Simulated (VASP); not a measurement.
Input of a VASP 6.6.1 run:

Contents of INCAR:

```
SYSTEM = Pt
  PREC = Accurate
  ENCUT = 520
  EDIFF = 1E-6
  ISMEAR = 1
  SIGMA = 0.05
  LREAL = .FALSE.
  LASPH = .TRUE.
  NELM = 60
  ALGO = Normal
  ISIF = 2
  LWAVE = .FALSE.
  LCHARG = .TRUE.
  GGA = PE
  LELF = .TRUE.
  LVHAR = .TRUE.
  NBANDS = 11
```

Contents of KPOINTS:

```
regular mesh
0
G
  16 16 16
  0 0 0
```

Contents of POSCAR:

```
Pt
1.0
    2.6232789749      0.0000000000      0.0000000000
    0.0000000000      2.6232789749      0.0000000000
    0.0000000000      0.0000000000      2.6232789749
Pt
1
Direct
    0.0000000000      0.0000000000      0.0000000000
```

Potentials or basis: VASP PAW PBE potentials, release 64 (Pt).

Command:

```sh
$ cat potpaw_PBE.64/Pt/POTCAR > POTCAR
$ mpirun -np 1 vasp_std > vasp.out
```

Task: Predict the pressure.

Result: -0.4 GPa.

Task: Estimate the band gap on the k mesh.

Result: Zero (band 5 reaches 10.23 eV, above the bottom of band 6 at 7.14 eV).

Caveat: spin-orbit coupling is left out, which moves the levels of the heavy elements.
